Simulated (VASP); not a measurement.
Li4TmGe:

```xyz
6
Lattice="5.1248 0.0000 0.0000 -2.5624 4.4382 0.0000 0.0000 0.0000 3.9496" Properties=species:S:1:pos:R:3 pbc="T T T"
Li    0.0000    0.0000    0.0000
Li    1.2619    0.7286    1.9748
Li    3.8629    0.7286    1.9748
Li    2.5624    2.9811    1.9748
Tm    0.0000    2.9588    0.0000
Ge    2.5624    1.4794    0.0000
```

The cell was generated, and may not be a known phase.

| Item | Value |
| --- | --- |
| Program | VASP 6.6.1 |
| Task | relaxation of cell and atoms |
| Functional | PBE |
| Potentials or basis | VASP PAW PBE potentials, release 64 (Li_sv, Tm_3, Ge_d), 4f in core |
| Cutoff | 750 eV |
| k mesh | 4 × 4 × 4 |
| Occupations | gaussian, width 0.2 eV |
| Spin | no spin polarisation |

At the start: pressure 10.5 GPa; volume 14.97 Å³/atom.

Q: How do energy, volume and symmetry change on relaxing?

A: Over 6 steps the energy falls by 152.6 meV/atom and the volume is 18.27 Å³/atom (+22.0 %); space group P-6m2 (No. 187, to 0.1 Å) before and after.

The path:
| step | energy change (eV) | largest force (eV/Å) | pressure (GPa) | volume (Å³) |
| --- | --- | --- | --- | --- |
| 1 | 0.0000 | 0.7036 | 10.55 | 89.84 |
| 2 | -0.7463 | 0.4455 | 2.37 | 103.18 |
| 3 | -0.8599 | 0.3122 | -0.40 | 110.60 |
| 4 | -0.8647 | 0.2802 | -0.97 | 112.48 |
| 5 | -0.9035 | 0.1415 | -0.49 | 110.98 |
| 6 | -0.9156 | 0.0046 | 0.00 | 109.60 |

Final structure:
```cif
data_structure
_symmetry_space_group_name_H-M 'P 1'
_symmetry_Int_Tables_number 1
_cell_length_a 5.2562
_cell_length_b 5.2562
_cell_length_c 4.5805
_cell_angle_alpha 90.000
_cell_angle_beta 90.000
_cell_angle_gamma 120.000
_cell_volume 109.60
loop_
_atom_site_label
_atom_site_type_symbol
_atom_site_fract_x
_atom_site_fract_y
_atom_site_fract_z
_atom_site_occupancy
Li1 Li 0.00000 0.00000 0.00000 1
Li2 Li 0.34765 0.17383 0.50000 1
Li3 Li 0.82617 0.17383 0.50000 1
Li4 Li 0.82617 0.65235 0.50000 1
Tm1 Tm 0.33333 0.66667 0.00000 1
Ge1 Ge 0.66667 0.33333 0.00000 1
```

Caveat: the k points lie up to 0.35 Å⁻¹ apart in the final cell, too coarse for converged energies and pressures of a metal; the volume moved by over 15 % at a fixed basis, so the end points are rough.
